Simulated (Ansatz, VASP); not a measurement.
# One calculation of NaCl, two programs

File INCAR:

```
ALGO = Normal
EDIFF = 1E-6
ENCUT = 520
GGA = RP
ISIF = 2
ISMEAR = -1
LASPH = T
LCHARG = T
LELF = T
LREAL = F
LVHAR = T
LWAVE = F
NBANDS = 14
NELM = 80
PREC = Accurate
SIGMA = 0.05
```

The input KPOINTS:

```
k-points
0
Gamma
  8 8 8
```

The input POSCAR:

```
NaCl
1.0
    3.5021900000      0.0000000000      0.0000000000
    0.0000000000      3.5021900000      0.0000000000
    0.0000000000      0.0000000000      3.5021900000
Cl Na
1 1
Direct
    0.5000000000      0.5000000000      0.5000000000
    0.0000000000      0.0000000000      0.0000000000
```

Contents of input.yaml:

```yaml
crystal:
  lattice:
    - [3.50219, 0.0, 0.0]
    - [0.0, 3.50219, 0.0]
    - [0.0, 0.0, 3.50219]
  atoms:
    - { symbol: Cl, position: [0.5, 0.5, 0.5] }
    - { symbol: Na, position: [0.0, 0.0, 0.0] }
hamiltonian:
  xc: rpbe
  pseudopotentials: { kind: paw }
kpoints:
  mp_grid: { grid: [8, 8, 8] }
  band_path:
    path:
      - [[0.0, 0.0, 0.0], [0.0, 0.5, 0.0], [0.5, 0.5, 0.0], [0.0, 0.0, 0.0], [0.5, 0.5, 0.5], [0.0, 0.5, 0.0]]
      - [[0.5, 0.5, 0.0], [0.5, 0.5, 0.5]]
    npoints: 14
scf:
  occupations: { method: fermi_dirac, width: 0.05 }
  n_extra_bands: 6
output:
  forces: true
  stress: true
  eigenvalues: true
  fatbands: false
```

Alike in both runs: functional RPBE; k mesh 8 × 8 × 8; occupations fermi-dirac, width 0.05 eV; no spin polarisation.

|  | VASP | Ansatz |
| --- | --- | --- |
| version | VASP 6.6.1 | Ansatz 0.2.0 |
| potentials or method | VASP PAW PBE potentials, release 64 (Cl, Na_pv) | Ansatz PAW |
| plane-wave cutoff (eV) | 520 | 420 |
| valence electrons in the cell | 14 | 16 |
| task | single point | band structure |

|  | VASP | Ansatz | Ansatz less VASP |
| --- | --- | --- | --- |
| gap on the k mesh at the Fermi level (eV) | 4.27 | 4.27 | -0.003 |
| least direct gap on the mesh (eV) | 4.75 | 4.75 | -0.003 |
| pressure (GPa) | 1.9 | 1.9 | +0.05 |

VASP's potentials were made for PBE, not for RPBE. With one functional, cell and mesh, what is left measures potentials, basis and numerics. VASP's potentials hold 14 valence electrons a cell and Ansatz's 16, so a difference there can come from the potentials and not from the codes.
